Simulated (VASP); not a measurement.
Here is a VASP 6.6.1 calculation.

The input INCAR:

```
PREC = Accurate ; ENCUT = 520
EDIFF = 1E-6 ; ISMEAR = -1
SIGMA = 0.05 ; LREAL = F
LASPH = T ; NELM = 80
ALGO = Normal ; ISIF = 2
LWAVE = F ; LCHARG = F
GGA = PE ; NBANDS = 12
```

File KPOINTS:

```
Automatic mesh
0
Gamma
  11 11 11
```

The input POSCAR:

```
La
1.0
    0.0000000000      2.6302276524      2.6302276524
    2.6302276524      0.0000000000      2.6302276524
    2.6302276524      2.6302276524      0.0000000000
La
1
Direct
    0.0000000000      0.0000000000      0.0000000000
```

Potentials or basis: VASP PAW PBE potentials, release 64 (La).

Run with:

```bash
$ cat potpaw_PBE.64/La/POTCAR > POTCAR
$ mpirun -np 1 vasp_std > vasp.out
```

**Question.** Estimate the band gap on the k mesh.

**Answer.** Zero (an odd number of electrons rules out a gap without spin polarisation).

**Question.** What does it give for the pressure?

**Answer.** 0.5 GPa.

Caveat: spin-orbit coupling is left out, which moves the levels of the heavy elements.
